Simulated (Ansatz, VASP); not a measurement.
# Two plane-wave programs on Si

Contents of INCAR:

```
SYSTEM = Si
PREC = Accurate ; ENCUT = 520
EDIFF = 1E-8 ; ISMEAR = 0
SIGMA = 0.01 ; LREAL = .False.
LASPH = .True. ; NELM = 100
ALGO = Normal ; ISIF = 2
LWAVE = .False. ; LCHARG = .False.
GGA = CA ; LEFG = .True.
NBANDS = 11
```

KPOINTS

```
Automatic mesh
0
Gamma
  12 12 12
  0 0 0
```

File POSCAR:

```
Si
1.0
    0.0000000000      2.7155000000      2.7155000000
    2.7155000000      0.0000000000      2.7155000000
    2.7155000000      2.7155000000      0.0000000000
Si
2
Direct
    0.0000000000      0.0000000000      0.0000000000
    0.2500000000      0.2500000000      0.2500000000
```

Input for Ansatz:

```yaml
crystal:
  lattice:
    - [0.0, 2.7155, 2.7155]
    - [2.7155, 0.0, 2.7155]
    - [2.7155, 2.7155, 0.0]
  atoms:
    - { symbol: Si, position: [0.0, 0.0, 0.0] }
    - { symbol: Si, position: [0.25, 0.25, 0.25] }
scf:
  occupations: { method: fixed }
  n_extra_bands: 4
output:
  forces: true
  stress: true
  eigenvalues: true
  efg: {}
kpoints:
  mp_grid: { grid: [12, 12, 12], shift: [0, 0, 0] }
hamiltonian:
  xc: lda
```

Alike in both runs: task electric field gradients; functional LDA; k mesh 12 × 12 × 12; no spin polarisation.

|  | VASP | Ansatz |
| --- | --- | --- |
| version | VASP 6.6.1 | Ansatz 0.2.0 |
| potentials or method | VASP PAW LDA potentials, release 64 (Si) | scalar-relativistic, plane waves, PAW |
| plane-wave cutoff (eV) | 520 | 420 |
| occupations | gaussian, width 0.01 eV | fixed |
| valence electrons in the cell | 8 | 8 |

|  | VASP | Ansatz | Ansatz less VASP |
| --- | --- | --- | --- |
| gap on the k mesh at the Fermi level (eV) | 0.47 | 0.47 | +0.001 |
| least direct gap on the mesh (eV) | 2.52 | 2.53 | +0.002 |
| pressure (GPa) | -1.5 | -1.5 | -0.04 |

LDA's correlation is that of Perdew and Zunger in VASP and of Perdew and Wang (1992) in Ansatz.
